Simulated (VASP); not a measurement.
# Zr (P6/mmm) in VASP: relaxation of cell and atoms with PBE

Aim: the relaxation of cell and atoms of Zr with PBE.

Program: VASP 6.6.1. These are calculated values, not measurements. Logs are shortened: lines on timing, memory, paths and dates and some standing lists are left out, and cuts for length are marked.

## 1. The cell of the first run

It takes space group P6/mmm (No. 191, hexagonal). Conventional cell: a = 2.996 Å, b = 2.996 Å, c = 2.816 Å, α = 90.00°, β = 90.00°, γ = 120.00°. Zr (site symmetry 6/mmm) has 8 Zr at 2.82 to 3.00 Å within 3.7 Å.

This isn't the form of Zr at room conditions, which is hcp.

## 2. Relaxation of cell and atoms, PBE, target pressure 11 GPa, at which the enthalpy is minimised

INCAR

```
ALGO = Normal ; EDIFF = 1E-7
EDIFFG = -0.005 ; ENCUT = 600
GGA = PE ; IBRION = 2
ISIF = 3 ; ISMEAR = -1
LASPH = T ; LCHARG = F
LREAL = F ; LWAVE = F
NELM = 60 ; NSW = 60
PREC = Accurate ; PSTRESS = 110.0
SIGMA = 0.05
```

KPOINTS

```
k-points
0
Gamma
  15 15 14
```

POSCAR

```
Zr
1.0
    2.9957481448      0.0000000000      0.0000000000
   -1.4978740724      2.5943939968      0.0000000000
    0.0000000000      0.0000000000      2.8160032562
Zr
1
Direct
    0.0000000000      0.0000000000      0.0000000000
```

Potentials or basis: VASP PAW PBE potentials, release 64 (Zr_sv).

On the command line:

```
cat potpaw_PBE.64/Zr_sv/POTCAR > POTCAR
mpirun -np 1 vasp_std > vasp.out
```

OUTCAR:

```text
EDIFF = 1E-7
   EDIFFG = -0.005
   ENCUT = 600
   GGA = PE
   IBRION = 2
   ISIF = 3
   ISMEAR = -1
   LASPH = T
   LREAL = F
   NELM = 60
   NSW = 60
   PREC = Accurate
   PSTRESS = 110.0

 ion  position               nearest neighbor table
   1  0.000  0.000  0.000-

  LATTYP: Found a hexagonal cell.
 ALAT       =     2.9957481448
 C/A-ratio  =     0.9400000000

  Lattice vectors:

 A1 = (   2.9957481448,   0.0000000000,   0.0000000000)
 A2 = (  -1.4978740724,   2.5943939968,   0.0000000000)
 A3 = (   0.0000000000,   0.0000000000,   2.8160032562)

Analysis of symmetry for initial positions (statically):
=====================================================================
 Subroutine PRICEL returns:
 Original cell was already a primitive cell.

 Routine SETGRP: Setting up the symmetry group for a
 hexagonal supercell.

 Subroutine GETGRP returns: Found 24 space group operations
 (whereof 24 operations were pure point group operations)
 out of a pool of 24 trial point group operations.

The static configuration has the point symmetry D_6h.

Analysis of symmetry for dynamics (positions and initial velocities):
=====================================================================
 Subroutine PRICEL returns:
 Original cell was already a primitive cell.

 Routine SETGRP: Setting up the symmetry group for a
 hexagonal supercell.

 Subroutine GETGRP returns: Found 24 space group operations
 (whereof 24 operations were pure point group operations)
 out of a pool of 24 trial point group operations.

The dynamic configuration has the point symmetry D_6h.

 Subroutine INISYM returns: Found 24 space group operations
 (whereof 24 operations are pure point group operations),
 and found     1 'primitive' translations

----------------------------------------------------------------------------------------

                                     Primitive cell

  volume of cell :      21.8864

  direct lattice vectors                    reciprocal lattice vectors
     2.995748145  0.000000000  0.000000000     0.333806432  0.192723233  0.000000000
    -1.497874072  2.594393997  0.000000000     0.000000000  0.385446467  0.000000000
     0.000000000  0.000000000  2.816003256     0.000000000  0.000000000  0.355113226

  length of vectors
     2.995748145  2.995748145  2.816003256     0.385446467  0.385446467  0.355113226

  position of ions in fractional coordinates (direct lattice)
     0.000000000  0.000000000  0.000000000

  ion indices of the primitive-cell ions
   primitive index   ion index
                 1           1

----------------------------------------------------------------------------------------

 KPOINTS: k-points

Automatic generation of k-mesh.
 Grid dimensions read from file:
 generate k-points for:   15   15   14

 Generating k-lattice:

  Cartesian coordinates                     Fractional coordinates (reciprocal lattice)
     0.022253762  0.012848216  0.000000000     0.066666667  0.000000000  0.000000000
     0.000000000  0.025696431  0.000000000     0.000000000  0.066666667  0.000000000
     0.000000000  0.000000000  0.025365230     0.000000000  0.000000000  0.071428571

  Length of vectors
     0.025696431  0.025696431  0.025365230

  Shift w.r.t. Gamma in fractional coordinates (k-lattice)
     0.000000000  0.000000000  0.000000000

 Subroutine IBZKPT returns following result:
 ===========================================

 Found    216 irreducible k-points:

 Following reciprocal coordinates:
            Coordinates               Weight
  0.000000  0.000000  0.000000      1.000000
  0.066667  0.000000  0.000000      6.000000
  0.133333  0.000000  0.000000      6.000000
  0.200000  0.000000  0.000000      6.000000
  0.266667  0.000000  0.000000      6.000000
  0.333333  0.000000  0.000000      6.000000
[... 16 lines left out ...]
  0.333333  0.200000  0.000000     12.000000
  0.400000  0.200000  0.000000      6.000000
 [... further k-points ...]
   k-points           NKPTS =    216   k-points in BZ     NKDIM =    216   number of bands    NBANDS=     10
   number of dos      NEDOS =    301   number of ions     NIONS =      1
   total plane-waves  NPLWV =  13824
   dimension x,y,z NGX =    24 NGY =   24 NGZ =   24
   dimension x,y,z NGXF=    48 NGYF=   48 NGZF=   48
   ions per type =               1
   NGX,Y,Z   is equivalent  to a cutoff of  13.32, 13.32, 14.17 a.u.
   NGXF,Y,Z  is equivalent  to a cutoff of  26.64, 26.64, 28.34 a.u.
 SYSTEM =  unknown system
   PREC   = accura    normal or accurate (medium, high low for compatibility)
   ISTART =      0    job   : 0-new  1-cont  2-samecut
   ICHARG =      2    charge: 1-file 2-atom 10-const
   ISPIN  =      1    spin polarized calculation?
   LNONCOLLINEAR =      F non collinear calculations
   LSORBIT =      F    spin-orbit coupling
   LASPH  =      T    aspherical Exc in radial PAW
   ENCUT  =  600.0 eV  44.10 Ry    6.64 a.u.   5.98  5.98  5.62*2*pi/ulx,y,z
   NELM   =     60;   NELMIN=  2; NELMDL= -5     # of ELM steps
   EDIFF  = 0.1E-06   stopping-criterion for ELM
   LREAL  =      F    real-space projection
   EDIFFG = -.5E-02   stopping-criterion for IOM
   NSW    =     60    number of steps for IOM
   IBRION =      2    ionic relax: 0-MD 1-quasi-New 2-CG
   NFREE  =      1    steps in history (QN), initial steepest desc. (CG)
   ISIF   =      3    stress and relaxation
   ISYM   =      2    0-nonsym 1-usesym 2-fastsym
   POTIM  = 0.5000    time-step for ionic-motion
   TEBEG  =    0.0;   TEEND  =   0.0 temperature during run
   PSTRESS=  110.0 pullay stress
   NELECT =      12.0000    total number of electrons
   NUPDOWN=      -1.0000    fix difference up-down
   EMIN   =  10.00;   EMAX   =-10.00  energy-range for DOS
   EFERMI =   0.00;   METHOD = LEGACY
   ISMEAR =    -1;   SIGMA  =   0.05  broadening in eV -4-tet -1-fermi 0-gaus
   EFERMI_NEDOS =   21; number of points for ismear=-14 and -15
   IALGO  =     38    algorithm
   IMIX   =      4    mixing-type and parameters
     AMIX     =   0.40;   BMIX     =  1.00
     AMIX_MAG =   1.60;   BMIX_MAG =  1.00
  volume/ion in A,a.u.               =      21.89       147.70
  Fermi-wavevector in a.u.,A,eV,Ry     =   1.339915  2.532071 24.427507  1.795371
  Thomas-Fermi vector in A             =   2.468269
   LORBIT       =      0    0 simple, 1 ext, 2 COOP (PROOUT), +10 PAW based schemes
   GGA     = PE    functional components
   LHFCALC =     F    Hartree Fock is set to
   AEXX    =    0.0000 exact exchange contribution
   IVDW    =     0    specifies the selected vdW correction
   LEPSILON=     F    determine dielectric tensor
   LRPA    =     F    only Hartree local field effects (RPA)
 conjugate gradient relaxation of ions
 non-spin polarized calculation
  energy-cutoff  :      600.00
  volume of cell :       21.89
 maximum number of plane-waves:       753
 NGX is ok and might be reduce to    24
   NGX = 11   NGY = 11   NGZ = 11

--------------------------------------- Ionic step        1  -------------------------------------------

 number of electron      12.0000000 magnetization

 Free energy of the ion-electron system (eV)
  ---------------------------------------------------
  ext. energy  EPLUGINS =         0.00000000
  ---------------------------------------------------
  free energy    TOTEN  =        -8.08598125 eV

  energy without entropy =       -8.07683989  energy(sigma->0) =       -8.08141057

------------------------ aborting loop because EDIFF is reached ----------------------------------------

  FORCE on cell =-STRESS in cart. coord.  units (eV):
  Direction    XX          YY          ZZ          XY          YZ          ZX
  --------------------------------------------------------------------------------------
  -------------------------------------------------------------------------------------
  Total        0.6585633      0.6585633      1.7960584      0.0000000     -0.0000000     -0.0000000
  in kB       48.2096218     48.2096218    131.4790826      0.0000000     -0.0000000     -0.0000000
  external PRESSURE =     -34.0338913 kB  Pullay stress =     110.0000000 kB
[... 22 lines left out ...]
  enthalpy is  TOTEN    =        -6.5833359212 eV   P V=        1.5026453273

--------------------------------------- Ionic step        2  -------------------------------------------

 number of electron      12.0000000 magnetization

 E-fermi :  10.0984     XC(G=0): -11.6411

 val. band max:       10.0944680927   @ k =   0.1333   0.1333   0.3571
 cond. band min:      10.0994370156   @ k =   0.0667   0.0667   0.3571
 fundamental gap:      0.0049689230
 Fermi energy:        10.0984409942

 k-point     1 :       0.0000    0.0000    0.0000
  band No.  band energies     occupation
      1     -38.2987      2.00000
      2     -15.6236      2.00000
      3     -15.3149      2.00000
      4     -15.3149      2.00000
      5       4.8268      2.00000
      6       8.0730      2.00000
      7      11.4932      0.00000
      8      11.4932      0.00000
      9      16.7886      0.00000
     10      16.7886      0.00000
[... 287 lines left out ...]
 k-point    24 :       0.4000    0.2000    0.0000
  band No.  band energies     occupation
      1     -37.9408      2.00000
      2     -17.0193      2.00000
      3     -16.2048      2.00000
      4     -15.3571      2.00000
      5       8.4258      2.00000
      6       9.6744      1.99959
      7      11.1554      0.00000
      8      12.9329      0.00000
      9      14.6862      0.00000
     10      18.1508      0.00000

 [... further k-points ...]
[... 5 lines left out ...]
  --------------------------------------------------------------------------------------
  -------------------------------------------------------------------------------------
  Total        2.1680632      2.1680632      1.9545077      0.0000000     -0.0000000      0.0000000
  in kB      170.0645133    170.0645133    153.3130586      0.0000000     -0.0000000      0.0000000
  external PRESSURE =      54.4806951 kB  Pullay stress =     110.0000000 kB
[... 170 lines left out ...]
  enthalpy is  TOTEN    =        -6.6135981022 eV   P V=        1.4703950829

--------------------------------------- Ionic step        7  -------------------------------------------

 number of electron      12.0000000 magnetization

 Free energy of the ion-electron system (eV)
  ---------------------------------------------------
  ext. energy  EPLUGINS =         0.00000000
  ---------------------------------------------------
  free energy    TOTEN  =        -8.07722420 eV

  energy without entropy =       -8.07178595  energy(sigma->0) =       -8.07450507

 E-fermi :   9.5922     XC(G=0): -11.4388

 val. band max:        9.5617988837   @ k =   0.0667   0.0667   0.3571
 cond. band min:       9.6453412285   @ k =   0.2000   0.0667   0.0000
 fundamental gap:      0.0835423448
 Fermi energy:         9.5922139320

 k-point     1 :       0.0000    0.0000    0.0000
  band No.  band energies     occupation
      1     -38.8386      2.00000
      2     -16.2433      2.00000
      3     -15.9741      2.00000
      4     -15.9741      2.00000
      5       4.3502      2.00000
      6       7.6917      2.00000
      7      10.9700      0.00000
      8      10.9700      0.00000
      9      15.9813      0.00000
     10      15.9813      0.00000
[... 287 lines left out ...]
 k-point    24 :       0.4000    0.2000    0.0000
  band No.  band energies     occupation
      1     -38.5358      2.00000
      2     -17.4751      2.00000
      3     -16.7559      2.00000
      4     -16.0120      2.00000
      5       7.9569      2.00000
      6       9.1646      1.99961
      7      10.5012      0.00000
      8      12.3788      0.00000
      9      14.0270      0.00000
     10      17.3590      0.00000

 [... further k-points ...]
[... 5 lines left out ...]
  --------------------------------------------------------------------------------------
  -------------------------------------------------------------------------------------
  Total        1.4633223      1.4633223      1.4652675      0.0000000      0.0000000      0.0000000
  in kB      109.9957196    109.9957196    110.1419426      0.0000000      0.0000000      0.0000000
  external PRESSURE =       0.0444606 kB  Pullay stress =     110.0000000 kB
[... 16 lines left out ...]
  FREE ENERGIE OF THE ION-ELECTRON SYSTEM (eV)
  ---------------------------------------------------
  free  energy   TOTEN  =        -8.0772241961 eV

  energy  without entropy=       -8.0717859524  energy(sigma->0) =       -8.07450507

  enthalpy is  TOTEN    =        -6.6138449824 eV   P V=        1.4633792137

 reached required accuracy - stopping structural energy minimisation
```

Wall time 75 s (1 thread of Intel Xeon 6975P-C (Granite Rapids), shared host); peak memory 0.19 GiB.

Results:

```yaml
Free_energy: -8.0772 eV
Relaxed_volume: 21.31 Å³/atom
Relaxed_cell: a = 2.917 Å, b = 2.917 Å, c = 2.892 Å, α = 90.00°, β = 90.00°, γ = 120.00°
Space_group_after_relaxing_to_0.1_Å: P6/mmm (No. 191)
Energy_change_on_relaxing_the_run_minimises_the_enthalpy: +8.8 meV/atom
Ionic_steps: 7
Pressure_after_relaxing: 11.0 GPa
Band_gap_on_the_k_mesh: zero (bands 6 and 7 overlap by 0.61 eV)
```

The path:
```
step  energy change (eV)  largest force (eV/Å)  pressure (GPa)  volume (Å³)
   1              0.0000                0.0000            7.60        21.89
   2              0.0846                0.0000           16.45        20.43
   3              0.0390                0.0000           12.86        20.95
   4              0.0074                0.0000           10.99        21.36
   5              0.0161                0.0000           11.62        21.21
   6              0.0020                0.0000           10.41        21.42
   7              0.0088                0.0000           11.00        21.31
```

Final structure:
```
Zr
1.0
     2.91715    0.00000    0.00000
    -1.45857    2.52633    0.00000
     0.00000    0.00000    2.89219
Zr
1
Direct
  0.00000 0.00000 0.00000
```

Caveat: the cell is relaxed towards a set pressure, so the run minimises the enthalpy, not the energy.
